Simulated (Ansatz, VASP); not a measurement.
## BRu4: VASP beside Ansatz

```
CELL_PARAMETERS angstrom
-2.58990 2.58990 2.58990
2.58990 -2.58990 2.58990
2.58990 2.58990 -2.58990
ATOMIC_POSITIONS crystal
B 0.00000 0.00000 0.00000
Ru 0.50000 0.50000 0.50000
Ru 0.50000 0.00000 0.00000
Ru 0.00000 0.00000 0.50000
Ru 0.00000 0.50000 0.00000
```

Change from the starting cell: species swapped into the Hg4Pt type (Im-3m, No. 229).

Alike in both runs: functional PBE; k mesh 6 × 6 × 6; occupations gaussian, width 0.1 eV; no spin polarisation.

Ansatz relaxed the structure, and its values are those at the end. VASP's run is a single point on that final structure, the one shown.

```csv
,VASP,Ansatz
version,VASP 6.6.1,Ansatz 0.2.0
potentials or method,"VASP PAW PBE potentials, release 64 (B, Ru_pv), cutoff 520 eV","scalar-relativistic, plane waves, PAW"
valence electrons in the cell,59,67
```

```csv
,VASP,Ansatz,Ansatz less VASP
gap on the k mesh at the Fermi level (eV),none,none,-
pressure (GPa),0.1,0.2,+0.02
```

A gap of «none» marks a metal or a gap that the smearing closes. VASP's potentials hold 59 valence electrons a cell and Ansatz's 67, so a difference there can come from the potentials and not from the codes.
